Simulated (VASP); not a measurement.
# ReB (P4/mmm) in VASP: single point with PBE

Aim: the single point of ReB with PBE.

Program: VASP 6.6.1. These are calculated values, not measurements. Logs are shortened: lines on timing, memory, paths and dates and some standing lists are left out, and cuts for length are marked.

### Step 1. The cell of the first run

The structure is tetragonal, space group P4/mmm (No. 123). The conventional cell has a = 2.839 Å, b = 2.839 Å, c = 5.892 Å, α = 90.00°, β = 90.00°, γ = 90.00°. Within 2.9 Å of Re (site symmetry 4mm) lie 4 B at 2.20 Å and 5 Re at 2.53 to 2.84 Å. B (site symmetry mmm) has 4 B at 2.01 Å and 4 Re at 2.20 Å within 2.7 Å.

The cell was generated, and may not be a known phase.

### Step 2. Single point, PBE

INCAR

```
PREC = Accurate
ENCUT = 560
EDIFF = 1E-6
ISMEAR = 0
SIGMA = 0.1
LREAL = False
LASPH = True
NELM = 120
ALGO = Normal
ISIF = 2
LWAVE = False
LCHARG = False
GGA = PE
NBANDS = 26
GGA_COMPAT = False
```

KPOINTS

```
Automatic mesh
0
Gamma
  16 16 8
```

POSCAR

```
ReB
1.0
    2.8389097328      0.0000000000      0.0000000000
    0.0000000000      2.8389097328      0.0000000000
    0.0000000000      0.0000000000      5.8916187870
Re B
2 2
Direct
    0.5000000000      0.5000000000      0.2147299195
    0.5000000000      0.5000000000      0.7852700805
    0.0000000000      0.5000000000      0.5000000000
    0.5000000000      0.0000000000      0.5000000000
```

Potentials or basis: VASP PAW PBE potentials, release 64 (Re_sv_GW, B).

Command:

```console
$ cat potpaw_PBE.64/Re_sv_GW/POTCAR potpaw_PBE.64/B/POTCAR > POTCAR
$ mpirun -np 1 vasp_std > vasp.out
```

OUTCAR:

```text
PREC = Accurate
   ENCUT = 560
   EDIFF = 1E-6
   ISMEAR = 0
   LREAL = False
   LASPH = True
   NELM = 120
   ISIF = 2
   GGA = PE

 ion  position               nearest neighbor table
   1  0.500  0.500  0.215-   3 2.20   4 2.20   4 2.20   3 2.20   2 2.53
   2  0.500  0.500  0.785-   3 2.20   4 2.20   4 2.20   3 2.20   1 2.53
   3  0.000  0.500  0.500-   4 2.01   4 2.01   4 2.01   4 2.01   1 2.20   2 2.20   1 2.20   2 2.20

   4  0.500  0.000  0.500-   3 2.01   3 2.01   3 2.01   3 2.01   2 2.20   2 2.20   1 2.20   1 2.20

  LATTYP: Found a simple tetragonal cell.
 ALAT       =     2.8389097328
 C/A-ratio  =     2.0753103626

  Lattice vectors:

 A1 = (   2.8389097328,   0.0000000000,   0.0000000000)
 A2 = (   0.0000000000,   2.8389097328,   0.0000000000)
 A3 = (   0.0000000000,   0.0000000000,   5.8916187870)

Analysis of symmetry for initial positions (statically):
=====================================================================
 Subroutine PRICEL returns:
 Original cell was already a primitive cell.

 Routine SETGRP: Setting up the symmetry group for a
 simple tetragonal supercell.

 Subroutine GETGRP returns: Found 16 space group operations
 (whereof 16 operations were pure point group operations)
 out of a pool of 16 trial point group operations.

The static configuration has the point symmetry D_4h.

Analysis of symmetry for dynamics (positions and initial velocities):
=====================================================================
 Subroutine PRICEL returns:
 Original cell was already a primitive cell.

 Routine SETGRP: Setting up the symmetry group for a
 simple tetragonal supercell.

 Subroutine GETGRP returns: Found 16 space group operations
 (whereof 16 operations were pure point group operations)
 out of a pool of 16 trial point group operations.

The dynamic configuration has the point symmetry D_4h.

 Subroutine INISYM returns: Found 16 space group operations
 (whereof 16 operations are pure point group operations),
 and found     1 'primitive' translations

----------------------------------------------------------------------------------------

                                     Primitive cell

  volume of cell :      47.4830

  direct lattice vectors                    reciprocal lattice vectors
     2.838909733  0.000000000  0.000000000     0.352247903  0.000000000  0.000000000
     0.000000000  2.838909733  0.000000000     0.000000000  0.352247903  0.000000000
     0.000000000  0.000000000  5.891618787     0.000000000  0.000000000  0.169732638

  length of vectors
     2.838909733  2.838909733  5.891618787     0.352247903  0.352247903  0.169732638

  position of ions in fractional coordinates (direct lattice)
     0.500000000  0.500000000  0.214729920
     0.500000000  0.500000000  0.785270080
     0.000000000  0.500000000  0.500000000
     0.500000000  0.000000000  0.500000000

  ion indices of the primitive-cell ions
   primitive index   ion index
                 1           1
                 2           2
                 3           3
                 4           4

----------------------------------------------------------------------------------------

 KPOINTS: Automatic mesh

Automatic generation of k-mesh.
 Grid dimensions read from file:
 generate k-points for:   16   16    8

 Generating k-lattice:

  Cartesian coordinates                     Fractional coordinates (reciprocal lattice)
     0.022015494  0.000000000  0.000000000     0.062500000  0.000000000  0.000000000
     0.000000000  0.022015494  0.000000000     0.000000000  0.062500000  0.000000000
     0.000000000  0.000000000  0.021216580     0.000000000  0.000000000  0.125000000

  Length of vectors
     0.022015494  0.022015494  0.021216580

  Shift w.r.t. Gamma in fractional coordinates (k-lattice)
     0.000000000  0.000000000  0.000000000

 Subroutine IBZKPT returns following result:
 ===========================================

 Found    225 irreducible k-points:

 Following reciprocal coordinates:
            Coordinates               Weight
  0.000000  0.000000  0.000000      1.000000
  0.062500  0.000000  0.000000      4.000000
  0.125000  0.000000  0.000000      4.000000
  0.187500  0.000000  0.000000      4.000000
  0.250000  0.000000  0.000000      4.000000
  0.312500  0.000000  0.000000      4.000000
[... 16 lines left out ...]
  0.437500  0.125000  0.000000      8.000000
  0.500000  0.125000  0.000000      4.000000
 [... further k-points ...]
   k-points           NKPTS =    225   k-points in BZ     NKDIM =    225   number of bands    NBANDS=     26
   number of dos      NEDOS =    301   number of ions     NIONS =      4
   total plane-waves  NPLWV =  27648
   dimension x,y,z NGX =    24 NGY =   24 NGZ =   48
   dimension x,y,z NGXF=    48 NGYF=   48 NGZF=   96
   ions per type =               2   2
   NGX,Y,Z   is equivalent  to a cutoff of  14.05, 14.05, 13.54 a.u.
   NGXF,Y,Z  is equivalent  to a cutoff of  28.11, 28.11, 27.09 a.u.
 SYSTEM =  unknown system
   PREC   = accura    normal or accurate (medium, high low for compatibility)
   ISTART =      0    job   : 0-new  1-cont  2-samecut
   ICHARG =      2    charge: 1-file 2-atom 10-const
   ISPIN  =      1    spin polarized calculation?
   LNONCOLLINEAR =      F non collinear calculations
   LSORBIT =      F    spin-orbit coupling
   LASPH  =      T    aspherical Exc in radial PAW
   ENCUT  =  560.0 eV  41.16 Ry    6.42 a.u.   5.48  5.48 11.37*2*pi/ulx,y,z
   NELM   =    120;   NELMIN=  2; NELMDL= -5     # of ELM steps
   EDIFF  = 0.1E-05   stopping-criterion for ELM
   LREAL  =      F    real-space projection
   EDIFFG = 0.1E-04   stopping-criterion for IOM
   NSW    =      0    number of steps for IOM
   IBRION =     -1    ionic relax: 0-MD 1-quasi-New 2-CG
   NFREE  =      0    steps in history (QN), initial steepest desc. (CG)
   ISIF   =      2    stress and relaxation
   ISYM   =      2    0-nonsym 1-usesym 2-fastsym
   POTIM  = 0.5000    time-step for ionic-motion
   TEBEG  =    0.0;   TEEND  =   0.0 temperature during run
   PSTRESS=    0.0 pullay stress
   NELECT =      36.0000    total number of electrons
   NUPDOWN=      -1.0000    fix difference up-down
   EMIN   =  10.00;   EMAX   =-10.00  energy-range for DOS
   EFERMI =   0.00;   METHOD = LEGACY
   ISMEAR =     0;   SIGMA  =   0.10  broadening in eV -4-tet -1-fermi 0-gaus
   EFERMI_NEDOS =   21; number of points for ismear=-14 and -15
   IALGO  =     38    algorithm
   IMIX   =      4    mixing-type and parameters
     AMIX     =   0.40;   BMIX     =  1.00
     AMIX_MAG =   1.60;   BMIX_MAG =  1.00
  volume/ion in A,a.u.               =      11.87        80.11
  Fermi-wavevector in a.u.,A,eV,Ry     =   1.492782  2.820949 30.319198  2.228398
  Thomas-Fermi vector in A             =   2.605266
   LORBIT       =      0    0 simple, 1 ext, 2 COOP (PROOUT), +10 PAW based schemes
   GGA     = PE    functional components
   LHFCALC =     F    Hartree Fock is set to
   AEXX    =    0.0000 exact exchange contribution
   IVDW    =     0    specifies the selected vdW correction
   LEPSILON=     F    determine dielectric tensor
   LRPA    =     F    only Hartree local field effects (RPA)
 non-spin polarized calculation
 Gauss-broadening in eV      SIGMA  =   0.10
  energy-cutoff  :      560.00
  volume of cell :       47.48
 maximum number of plane-waves:      1455
 NGX is ok and might be reduce to    24
   NGX = 11   NGY = 11   NGZ = 23

 number of electron      36.0000001 magnetization

 Free energy of the ion-electron system (eV)
  ---------------------------------------------------
  ext. energy  EPLUGINS =         0.00000000
  ---------------------------------------------------
  free energy    TOTEN  =       -38.96411029 eV

  energy without entropy =      -38.94776894  energy(sigma->0) =      -38.95593962

 E-fermi :   9.8726     XC(G=0): -12.8959

 val. band max:        9.8710986122   @ k =   0.5000   0.0000   0.2500
 cond. band min:       9.8746066168   @ k =   0.3750   0.0625   0.3750
 fundamental gap:      0.0035080046
 Fermi energy:         9.8725622946

 k-point     1 :       0.0000    0.0000    0.0000
  band No.  band energies     occupation
      1     -70.1770      2.00000
      2     -70.1215      2.00000
      3     -32.4667      2.00000
      4     -31.7925      2.00000
      5     -31.7925      2.00000
      6     -31.7359      2.00000
[... 18 lines left out ...]
     25      18.1537      0.00000
     26      19.8756      0.00000

 k-point     2 :       0.0625    0.0000    0.0000
  band No.  band energies     occupation
      1     -70.1759      2.00000
      2     -70.1205      2.00000
      3     -32.4645      2.00000
      4     -31.8114      2.00000
      5     -31.7908      2.00000
      6     -31.7410      2.00000
[... 18 lines left out ...]
     25      18.2411      0.00000
     26      20.1191      0.00000

 k-point     3 :       0.1250    0.0000    0.0000
  band No.  band energies     occupation
      1     -70.1731      2.00000
      2     -70.1178      2.00000
      3     -32.4580      2.00000
      4     -31.8657      2.00000
      5     -31.7915      2.00000
      6     -31.7863      2.00000
[... 18 lines left out ...]
     25      18.4018      0.00000
     26      20.5719      0.00000

 k-point     4 :       0.1875    0.0000    0.0000
  band No.  band energies     occupation
      1     -70.1690      2.00000
      2     -70.1135      2.00000
      3     -32.4481      2.00000
      4     -31.9464      2.00000
      5     -31.8690      2.00000
      6     -31.7797      2.00000
[... 18 lines left out ...]
     25      18.4183      0.00000
     26      19.5941      0.00000
[... 496 lines left out ...]
      1     -70.1510      2.00000
      2     -70.0958      2.00000
      3     -32.4063      2.00000
      4     -32.2020      2.00000
      5     -32.1168      2.00000
      6     -31.8288      2.00000
[... 18 lines left out ...]
     25      17.0008      0.00000
     26      18.5242      0.00000

 k-point    23 :       0.4375    0.1250    0.0000
  band No.  band energies     occupation
      1     -70.1481      2.00000
      2     -70.0931      2.00000
      3     -32.3998      2.00000
      4     -32.2530      2.00000
      5     -32.1663      2.00000
      6     -31.8242      2.00000
[... 18 lines left out ...]
     25      15.8648      0.00000
     26      17.2395      0.00000

 k-point    24 :       0.5000    0.1250    0.0000
  band No.  band energies     occupation
      1     -70.1471      2.00000
      2     -70.0921      2.00000
      3     -32.3974      2.00000
      4     -32.2709      2.00000
      5     -32.1835      2.00000
      6     -31.8224      2.00000
[... 18 lines left out ...]
     25      15.6345      0.00000
     26      16.4179      0.00000

 [... further k-points ...]

------------------------ aborting loop because EDIFF is reached ----------------------------------------

  FORCE on cell =-STRESS in cart. coord.  units (eV):
  Direction    XX          YY          ZZ          XY          YZ          ZX
  --------------------------------------------------------------------------------------
  -------------------------------------------------------------------------------------
  Total       -0.2451918     -0.2451918     -0.2472360      0.0000000      0.0000000      0.0000000
  in kB       -8.2732988     -8.2732988     -8.3422736      0.0000000      0.0000000      0.0000000
  external PRESSURE =      -8.2962904 kB  Pullay stress =       0.0000000 kB

 VOLUME and BASIS-vectors are now :
 -----------------------------------------------------------------------------
  energy-cutoff  :      560.00
  volume of cell :       47.48
      direct lattice vectors                 reciprocal lattice vectors
     2.838909733  0.000000000  0.000000000     0.352247903  0.000000000  0.000000000
     0.000000000  2.838909733  0.000000000     0.000000000  0.352247903  0.000000000
     0.000000000  0.000000000  5.891618787     0.000000000  0.000000000  0.169732638

 POSITION                                       TOTAL-FORCE (eV/Angst)
 -----------------------------------------------------------------------------------
      1.41945      1.41945      1.26511         0.000000      0.000000     -0.014185
      1.41945      1.41945      4.62651        -0.000000     -0.000000      0.014185
      0.00000      1.41945      2.94581         0.000000      0.000000      0.000000
      1.41945      0.00000      2.94581         0.000000      0.000000      0.000000
 -----------------------------------------------------------------------------------
    total drift:                                0.000000     -0.000000      0.000000

  FREE ENERGIE OF THE ION-ELECTRON SYSTEM (eV)
  ---------------------------------------------------
  free  energy   TOTEN  =       -38.9641102929 eV

  energy  without entropy=      -38.9477689418  energy(sigma->0) =      -38.95593962
```

It took 1.7 min on 1 thread of Intel Xeon 6975P-C (Granite Rapids), shared host; peak memory 0.39 GiB.

Results:

```yaml
Free_energy: -38.9641 eV
Pressure: -0.8 GPa
Largest_force: 0.014 eV/Å
Band_gap_on_the_k_mesh: zero (bands 18 and 19 overlap by 2.26 eV)
```

Forces on the atoms (eV/Å):
```
Re   0.000  0.000 -0.014
Re   0.000  0.000  0.014
B    0.000  0.000  0.000
B    0.000  0.000  0.000
```

Caveat: spin-orbit coupling is left out, which moves the levels of the heavy elements.
